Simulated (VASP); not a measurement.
# MgGaC4N4 (P-43m) in VASP: a series of runs

The runs below take MgGaC4N4 through single point, with PBE.

Program: VASP 6.6.1. These are calculated values, not measurements. Logs are shortened: lines on timing, memory, paths and dates and some standing lists are left out, and cuts for length are marked.

**1. The cell of the first run**

Symmetry: P-43m, No. 215, cubic system. The conventional cell has a = 5.936 Å, b = 5.936 Å, c = 5.936 Å, α = 90.00°, β = 90.00°, γ = 90.00°. Mg (site symmetry -43m) has 4 N at 2.08 Å within 2.7 Å. Ga (site symmetry -43m) has 4 C at 1.90 Å within 2.5 Å. Within 1.6 Å of C (site symmetry 3m) lie 1 N at 1.17 Å. N (site symmetry 3m) has 1 C at 1.17 Å within 1.6 Å.

**2. Single point, PBE**

Contents of INCAR:

```
SYSTEM = MgGaC4N4
  ALGO = Normal
  EDIFF = 1E-7
  ENCUT = 520
  GGA = PE
  ISIF = 2
  ISMEAR = 0
  LASPH = .True.
  LCHARG = .False.
  LREAL = .False.
  LWAVE = .False.
  NBANDS = 36
  NELM = 100
  PREC = Accurate
  SIGMA = 0.1
```

Contents of KPOINTS:

```
k-points
0
Gamma
  4 4 4
  0 0 0
```

Contents of POSCAR:

```
MgGaC4N4
1.0
    5.9363154700      0.0000000000      0.0000000000
    0.0000000000      5.9363154700      0.0000000000
    0.0000000000      0.0000000000      5.9363154700
Mg Ga C N
1 1 4 4
Direct
    0.5000000000      0.5000000000      0.5000000000
    0.0000000000      0.0000000000      0.0000000000
    0.1843999200      0.1843999200      0.1843999200
    0.1843999200      0.8156000800      0.8156000800
    0.8156000800      0.1843999200      0.8156000800
    0.8156000800      0.8156000800      0.1843999200
    0.2981910100      0.2981910100      0.2981910100
    0.2981910100      0.7018089900      0.7018089900
    0.7018089900      0.2981910100      0.7018089900
    0.7018089900      0.7018089900      0.2981910100
```

Potentials or basis: VASP PAW PBE potentials, release 64 (Mg, Ga_d, C, N).

Started as:

```
$ cat potpaw_PBE.64/Mg/POTCAR potpaw_PBE.64/Ga_d/POTCAR potpaw_PBE.64/C/POTCAR potpaw_PBE.64/N/POTCAR > POTCAR
$ mpirun -np 1 vasp_std > vasp.out
```

OUTCAR:

```text
SYSTEM = MgGaC4N4
   EDIFF = 1E-7
   ENCUT = 520
   GGA = PE
   ISIF = 2
   ISMEAR = 0
   LASPH = .True.
   LREAL = .False.
   NELM = 100
   PREC = Accurate

 ion  position               nearest neighbor table
   1  0.500  0.500  0.500-   7 2.08   8 2.08   9 2.08  10 2.08
   2  0.000  0.000  0.000-   3 1.90   4 1.90   5 1.90   6 1.90
   3  0.184  0.184  0.184-   7 1.17   2 1.90
   4  0.184  0.816  0.816-   8 1.17   2 1.90
   5  0.816  0.184  0.816-   9 1.17   2 1.90
   6  0.816  0.816  0.184-  10 1.17   2 1.90
   7  0.298  0.298  0.298-   3 1.17   1 2.08
   8  0.298  0.702  0.702-   4 1.17   1 2.08
   9  0.702  0.298  0.702-   5 1.17   1 2.08
  10  0.702  0.702  0.298-   6 1.17   1 2.08

  LATTYP: Found a simple cubic cell.
 ALAT       =     5.9363154700

  Lattice vectors:

 A1 = (   5.9363154700,   0.0000000000,   0.0000000000)
 A2 = (   0.0000000000,   5.9363154700,   0.0000000000)
 A3 = (   0.0000000000,   0.0000000000,   5.9363154700)

Analysis of symmetry for initial positions (statically):
=====================================================================
 Subroutine PRICEL returns:
 Original cell was already a primitive cell.

 Routine SETGRP: Setting up the symmetry group for a
 simple cubic supercell.

 Subroutine GETGRP returns: Found 24 space group operations
 (whereof 24 operations were pure point group operations)
 out of a pool of 48 trial point group operations.

The static configuration has the point symmetry T_d .

Analysis of symmetry for dynamics (positions and initial velocities):
=====================================================================
 Subroutine PRICEL returns:
 Original cell was already a primitive cell.

 Routine SETGRP: Setting up the symmetry group for a
 simple cubic supercell.

 Subroutine GETGRP returns: Found 24 space group operations
 (whereof 24 operations were pure point group operations)
 out of a pool of 48 trial point group operations.

The dynamic configuration has the point symmetry T_d .

 Subroutine INISYM returns: Found 24 space group operations
 (whereof 24 operations are pure point group operations),
 and found     1 'primitive' translations

[... 96 lines left out ...]
   LREAL  =      F    real-space projection
   EDIFFG = 0.1E-05   stopping-criterion for IOM
   NSW    =      0    number of steps for IOM
   IBRION =     -1    ionic relax: 0-MD 1-quasi-New 2-CG
   NFREE  =      0    steps in history (QN), initial steepest desc. (CG)
   ISIF   =      2    stress and relaxation
   ISYM   =      2    0-nonsym 1-usesym 2-fastsym
   POTIM  = 0.5000    time-step for ionic-motion
   TEBEG  =    0.0;   TEEND  =   0.0 temperature during run
   PSTRESS=    0.0 pullay stress
   NELECT =      51.0000    total number of electrons
   NUPDOWN=      -1.0000    fix difference up-down
   EMIN   =  10.00;   EMAX   =-10.00  energy-range for DOS
   EFERMI =   0.00;   METHOD = LEGACY
   ISMEAR =     0;   SIGMA  =   0.10  broadening in eV -4-tet -1-fermi 0-gaus
   EFERMI_NEDOS =   21; number of points for ismear=-14 and -15
   IALGO  =     38    algorithm
   IMIX   =      4    mixing-type and parameters
     AMIX     =   0.40;   BMIX     =  1.00
     AMIX_MAG =   1.60;   BMIX_MAG =  1.00
  volume/ion in A,a.u.               =      20.92       141.17
  Fermi-wavevector in a.u.,A,eV,Ry     =   1.022699  1.932621 14.230519  1.045914
  Thomas-Fermi vector in A             =   2.156393
   LORBIT       =      0    0 simple, 1 ext, 2 COOP (PROOUT), +10 PAW based schemes
   GGA     = PE    functional components
   LHFCALC =     F    Hartree Fock is set to
   AEXX    =    0.0000 exact exchange contribution
   IVDW    =     0    specifies the selected vdW correction
   LEPSILON=     F    determine dielectric tensor
   LRPA    =     F    only Hartree local field effects (RPA)
 non-spin polarized calculation
 Gauss-broadening in eV      SIGMA  =   0.10
  energy-cutoff  :      520.00
  volume of cell :      209.19
 maximum number of plane-waves:      5660
 NGX is ok and might be reduce to    48
   NGX = 23   NGY = 23   NGZ = 23

 number of electron      50.9999982 magnetization

 Free energy of the ion-electron system (eV)
  ---------------------------------------------------
  ext. energy  EPLUGINS =         0.00000000
  ---------------------------------------------------
  free energy    TOTEN  =       -72.32826837 eV

  energy without entropy =      -72.28150409  energy(sigma->0) =      -72.30488623

 E-fermi :   1.9488     XC(G=0):  -6.9526

 val. band max:        1.9459630115   @ k =   0.2500   0.2500   0.2500
 cond. band min:       2.0143179157   @ k =   0.2500   0.2500   0.0000
 fundamental gap:      0.0683549042
 Fermi energy:         1.9488000175

 k-point     1 :       0.0000    0.0000    0.0000
  band No.  band energies     occupation
      1     -18.6699      2.00000
      2     -18.5553      2.00000
      3     -18.5553      2.00000
      4     -18.5553      2.00000
      5     -15.5857      2.00000
      6     -15.5857      2.00000
[... 379 lines left out ...]
     35       5.7594      0.00000
     36       5.7594      0.00000

------------------------ aborting loop because EDIFF is reached ----------------------------------------

  FORCE on cell =-STRESS in cart. coord.  units (eV):
  Direction    XX          YY          ZZ          XY          YZ          ZX
  --------------------------------------------------------------------------------------
  -------------------------------------------------------------------------------------
  Total        3.1881447      3.1881447      3.1881447     -0.0000000      0.0000000     -0.0000000
  in kB       24.4173031     24.4173031     24.4173031     -0.0000000      0.0000000     -0.0000000
  external PRESSURE =      24.4173031 kB  Pullay stress =       0.0000000 kB

 VOLUME and BASIS-vectors are now :
 -----------------------------------------------------------------------------
  energy-cutoff  :      520.00
  volume of cell :      209.19
      direct lattice vectors                 reciprocal lattice vectors
     5.936315470  0.000000000  0.000000000     0.168454659  0.000000000  0.000000000
     0.000000000  5.936315470  0.000000000     0.000000000  0.168454659  0.000000000
     0.000000000  0.000000000  5.936315470     0.000000000  0.000000000  0.168454659

 POSITION                                       TOTAL-FORCE (eV/Angst)
 -----------------------------------------------------------------------------------
      2.96816      2.96816      2.96816         0.000000      0.000000      0.000000
      0.00000      0.00000      0.00000         0.000000     -0.000000      0.000000
      1.09466      1.09466      1.09466         0.358899      0.358899      0.358899
      1.09466      4.84166      4.84166         0.358899     -0.358899     -0.358899
      4.84166      1.09466      4.84166        -0.358899      0.358899     -0.358899
      4.84166      4.84166      1.09466        -0.358899     -0.358899      0.358899
      1.77016      1.77016      1.77016         0.540949      0.540949      0.540949
      1.77016      4.16616      4.16616         0.540949     -0.540949     -0.540949
      4.16616      1.77016      4.16616        -0.540949      0.540949     -0.540949
      4.16616      4.16616      1.77016        -0.540949     -0.540949      0.540949
 -----------------------------------------------------------------------------------
    total drift:                                0.000000      0.000000      0.000000

  FREE ENERGIE OF THE ION-ELECTRON SYSTEM (eV)
  ---------------------------------------------------
  free  energy   TOTEN  =       -72.3282683737 eV

  energy  without entropy=      -72.2815040917  energy(sigma->0) =      -72.30488623
```

It took 42 s on 1 thread of Intel Xeon 6975P-C (Granite Rapids), shared host; peak memory 0.38 GiB.

What came out:

```yaml
Free_energy: -72.3283 eV
Pressure: 2.4 GPa
Largest_force: 0.937 eV/Å
```

Forces in eV/Å, atoms in the order of the input:
```
Mg   0.000  0.000  0.000
Ga   0.000  0.000  0.000
C    0.359  0.359  0.359
C    0.359 -0.359 -0.359
C   -0.359  0.359 -0.359
C   -0.359 -0.359  0.359
N    0.541  0.541  0.541
N    0.541 -0.541 -0.541
N   -0.541  0.541 -0.541
N   -0.541 -0.541  0.541
```

Levels at points of the mesh, in eV from the Fermi level:
```csv
k point,band 21,band 22,band 23,band 24,band 25,band 26,band 27,band 28,band 29,band 30
"(0.00, 0.00, 0.00)",-6.47,-6.47,-6.41,-6.41,-6.41,-0.15,-0.15,-0.15,0.62,0.62
"(0.50, 0.00, 0.00)",-6.51,-6.51,-6.48,-6.25,-6.25,0.12,0.12,0.17,0.49,1.06
"(0.50, 0.50, 0.00)",-6.56,-6.46,-6.45,-6.32,-6.32,0.17,0.45,0.50,0.50,1.13
"(0.50, 0.50, 0.50)",-6.56,-6.56,-6.34,-6.34,-6.34,0.37,0.37,0.37,0.66,0.66
```

**3. Single point, PBE**

This run uses another cell than the first one, of 21.38 Å³/atom, 1.022 times its volume.

Contents of INCAR:

```
SYSTEM = MgGaC4N4
PREC = Accurate
ENCUT = 520
EDIFF = 1E-7
ISMEAR = 0
SIGMA = 0.1
LREAL = .False.
LASPH = .True.
NELM = 60
ALGO = Normal
ISIF = 2
LWAVE = .False.
LCHARG = .False.
GGA = PE
NBANDS = 36
```

Contents of KPOINTS:

```
regular mesh
0
Gamma
  4 4 4
  0 0 0
```

Contents of POSCAR:

```
MgGaC4N4
1.0
    5.9798653848      0.0000000000      0.0000000000
    0.0000000000      5.9798653848      0.0000000000
    0.0000000000      0.0000000000      5.9798653848
Mg Ga C N
1 1 4 4
Direct
    0.5000000000      0.5000000000      0.5000000000
    0.0000000000      0.0000000000      0.0000000000
    0.1897925493      0.1897925493      0.1897925493
    0.1897925493      0.8102074507      0.8102074507
    0.8102074507      0.1897925493      0.8102074507
    0.8102074507      0.8102074507      0.1897925493
    0.3029581438      0.3029581438      0.3029581438
    0.3029581438      0.6970418562      0.6970418562
    0.6970418562      0.3029581438      0.6970418562
    0.6970418562      0.6970418562      0.3029581438
```

Potentials or basis: VASP PAW PBE potentials, release 64 (Mg, Ga_d, C, N).

Started as:

```
$ cat potpaw_PBE.64/Mg/POTCAR potpaw_PBE.64/Ga_d/POTCAR potpaw_PBE.64/C/POTCAR potpaw_PBE.64/N/POTCAR > POTCAR
$ mpirun -np 1 vasp_std > vasp.out
```

Wall time 42 s (1 thread of Intel Xeon 6975P-C (Granite Rapids), shared host); peak memory 0.36 GiB.

Results (log left out):

```
Free energy   : -72.5264 eV
Pressure      : 0.4 GPa
Largest force : 0.386 eV/Å
```

Forces on the atoms (eV/Å):
```
Mg   0.000  0.000  0.000
Ga   0.000  0.000  0.000
C   -0.196 -0.196 -0.196
C   -0.196  0.196  0.196
C    0.196 -0.196  0.196
C    0.196  0.196 -0.196
N    0.223  0.223  0.223
N    0.223 -0.223 -0.223
N   -0.223  0.223 -0.223
N   -0.223 -0.223  0.223
```

Levels at points of the mesh, in eV from the Fermi level:
```tsv
k point	band 22	band 23	band 24	band 25	band 26	band 27	band 28	band 29
(0.00, 0.00, 0.00)	-6.43	-6.43	-6.43	-6.43	-0.15	-0.15	-0.15	0.64
(0.50, 0.00, 0.00)	-6.49	-6.49	-6.25	-6.25	0.12	0.12	0.15	0.54
(0.50, 0.50, 0.00)	-6.44	-6.40	-6.32	-6.32	0.16	0.47	0.48	0.48
(0.50, 0.50, 0.50)	-6.52	-6.31	-6.31	-6.31	0.35	0.35	0.35	0.70
```

**4. Single point, PBE**

This run uses another cell than the first one, of 21.46 Å³/atom, 1.026 times its volume.

Contents of INCAR:

```
SYSTEM = MgGaC4N4
PREC     = Accurate       ! precision mode
ENCUT    = 520            ! plane-wave cutoff, eV
EDIFF    = 1E-6           ! SCF threshold, eV
ISMEAR   = 0              ! smearing method
SIGMA    = 0.1            ! smearing width, eV
LREAL    = .False.        ! projectors in reciprocal space
LASPH    = .True.         ! aspherical terms in the spheres
NELM     = 80             ! most SCF steps
ALGO     = Normal         ! electronic algorithm
ISIF     = 2              ! what is computed and relaxed
LWAVE    = .False.        ! write WAVECAR
LCHARG   = .True.         ! write CHGCAR
GGA      = PE             ! functional
LELF     = .True.         ! ELF
LVHAR    = .True.       
NBANDS   = 36             ! bands
```

Contents of KPOINTS:

```
regular mesh
0
Gamma
  6 6 6
  0 0 0
```

Contents of POSCAR:

```
MgGaC4N4
1.0
    5.9872534318      0.0000000000      0.0000000000
    0.0000000000      5.9872534318      0.0000000000
    0.0000000000      0.0000000000      5.9872534318
Mg Ga C N
1 1 4 4
Direct
    0.5000000000      0.5000000000      0.5000000000
    0.0000000000      0.0000000000      0.0000000000
    0.1900205000      0.1900205000      0.1900205000
    0.1900205000      0.8099795000      0.8099795000
    0.8099795000      0.1900205000      0.8099795000
    0.8099795000      0.8099795000      0.1900205000
    0.3030548138      0.3030548138      0.3030548138
    0.3030548138      0.6969451862      0.6969451862
    0.6969451862      0.3030548138      0.6969451862
    0.6969451862      0.6969451862      0.3030548138
```

Started as:

```
$ cat potpaw_PBE.64/Mg/POTCAR potpaw_PBE.64/Ga_d/POTCAR potpaw_PBE.64/C/POTCAR potpaw_PBE.64/N/POTCAR > POTCAR
$ mpirun -np 1 vasp_std > vasp.out
```

Run time: 78 s. Hardware: 1 thread of Intel Xeon 6975P-C (Granite Rapids), shared host; peak memory 0.42 GiB.

The run converged. Its results:

```
Free energy   : -72.5265 eV
Pressure      : 0.3 GPa
Largest force : 0.399 eV/Å
```

Forces in eV/Å, atoms in the order of the input:
```
Mg   0.000  0.000  0.000
Ga   0.000  0.000  0.000
C   -0.231 -0.231 -0.231
C   -0.231  0.231  0.231
C    0.231 -0.231  0.231
C    0.231  0.231 -0.231
N    0.226  0.226  0.226
N    0.226 -0.226 -0.226
N   -0.226  0.226 -0.226
N   -0.226 -0.226  0.226
```

Levels at points of the mesh, in eV from the Fermi level:
```tsv
k point	band 23	band 24	band 25	band 26	band 27	band 28
(0.00, 0.00, 0.00)	-6.43	-6.43	-6.43	-0.15	-0.15	-0.15
(0.50, 0.00, 0.00)	-6.49	-6.26	-6.26	0.11	0.11	0.14
(0.50, 0.50, 0.00)	-6.41	-6.33	-6.33	0.15	0.46	0.47
(0.50, 0.50, 0.50)	-6.31	-6.31	-6.31	0.34	0.34	0.34
```

**5. Summary**

| cell | k mesh | gap on the mesh (eV) | pressure (GPa) | largest force (eV/Å) |
| --- | --- | --- | --- | --- |
| a = 5.936 Å, 10 atoms | 4 × 4 × 4 | none | 2.4 | 0.94 |
| a = 5.980 Å, 10 atoms | 4 × 4 × 4 | none | 0.4 | 0.39 |
| a = 5.987 Å, 10 atoms | 6 × 6 × 6 | none | 0.3 | 0.40 |

Alike in all rows: task single point; level PBE; potentials or basis VASP PAW PBE potentials, release 64 (Mg, Ga_d, C, N); no spin polarisation; cutoff (eV) 520; smearing gaussian 0.1 eV.

Absolute energies hang on the potentials; compare differences alone.
